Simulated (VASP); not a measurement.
Input of a VASP 6.6.1 run:

File INCAR:

```
SYSTEM = BiMo
ALGO = Normal ; EDIFF = 1E-6
ENCUT = 500 ; GGA = PS
GGA_COMPAT = .FALSE. ; ISIF = 2
ISMEAR = -1 ; LASPH = .TRUE.
LCHARG = .TRUE. ; LELF = .TRUE.
LREAL = .FALSE. ; LVHAR = .TRUE.
LWAVE = .FALSE. ; NBANDS = 22
NELM = 120 ; PREC = Accurate
SIGMA = 0.05
```

The input KPOINTS:

```
k-points
0
G
  12 12 12
  0 0 0
```

File POSCAR:

```
BiMo
1.0
    3.3707807282      0.0000000000      0.0000000000
    0.0000000000      3.3707807282      0.0000000000
    0.0000000000      0.0000000000      3.3707807282
Mo Bi
1 1
Direct
    0.0000000000      0.0000000000      0.0000000000
    0.5000000000      0.5000000000      0.5000000000
```

Potentials or basis: VASP PAW PBE potentials, release 64 (Mo_sv, Bi_d).

Command:

```console
$ cat potpaw_PBE.64/Mo_sv/POTCAR potpaw_PBE.64/Bi_d/POTCAR > POTCAR
$ mpirun -np 1 vasp_std > vasp.out
```

Task: What does it give for the pressure?

Result: 2.3 GPa.

Task: What does it give for the band gap on the k mesh?

Result: Zero (an odd number of electrons rules out a gap without spin polarisation).

Caveat: the PAW data sets were made with another functional, which shifts forces and pressure a little; spin-orbit coupling is left out, which moves the levels of the heavy elements.
